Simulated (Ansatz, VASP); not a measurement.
# Hf in VASP and in Ansatz

File INCAR:

```
SYSTEM = Hf
PREC = Accurate
ENCUT = 520
EDIFF = 1E-6
ISMEAR = 0
SIGMA = 0.05
LREAL = .False.
LASPH = .True.
NELM = 60
ALGO = Normal
ISIF = 2
LWAVE = .False.
LCHARG = .True.
GGA = CA
LELF = .True.
LVHAR = .True.
NBANDS = 11
```

The input KPOINTS:

```
regular mesh
0
Gamma
  14 14 14
  0 0 0
```

File POSCAR:

```
Hf
1.0
   -1.7427083392      1.7427083392      1.7427083392
    1.7427083392     -1.7427083392      1.7427083392
    1.7427083392      1.7427083392     -1.7427083392
Hf
1
Direct
    0.0000000000      0.0000000000      0.0000000000
```

Input for Ansatz:

```yaml
crystal:
  lattice:
    - [-1.7427083392, 1.7427083392, 1.7427083392]
    - [1.7427083392, -1.7427083392, 1.7427083392]
    - [1.7427083392, 1.7427083392, -1.7427083392]
  atoms:
    - { symbol: Hf, position: [0.0, 0.0, 0.0] }
basis:
  ecutwfc: 420
  fft_grid_basis: typed
kpoints:
  mp_grid: { grid: [14, 14, 14] }
hamiltonian:
  xc: lda
scf:
  occupations: { method: gaussian, width: 0.05 }
output:
  forces: true
  stress: true
  eigenvalues: true
  bader: true
  write_density: true
  volumetric_format: npy
  elf: true
```

Alike in both runs: task single point; functional LDA; k mesh 14 × 14 × 14; occupations gaussian, width 0.05 eV; no spin polarisation.

|  | VASP | Ansatz |
| --- | --- | --- |
| version | VASP 6.6.1 | Ansatz 0.2.0 |
| potentials or method | VASP PAW LDA potentials, release 64 (Hf_pv), cutoff 520 eV | scalar-relativistic, plane waves, PAW |
| valence electrons in the cell | 10 | 26 |

```tsv
	VASP	Ansatz	Ansatz less VASP
gap on the k mesh at the Fermi level (eV)	none	none	-
pressure (GPa)	-4.0	-4.1	-0.15
```

LDA's correlation is that of Perdew and Zunger in VASP and of Perdew and Wang (1992) in Ansatz. A gap of «none» marks a metal or a gap that the smearing closes. VASP's potentials hold 10 valence electrons a cell and Ansatz's 26, so a difference there can come from the potentials and not from the codes.

Spin-orbit coupling is off throughout.
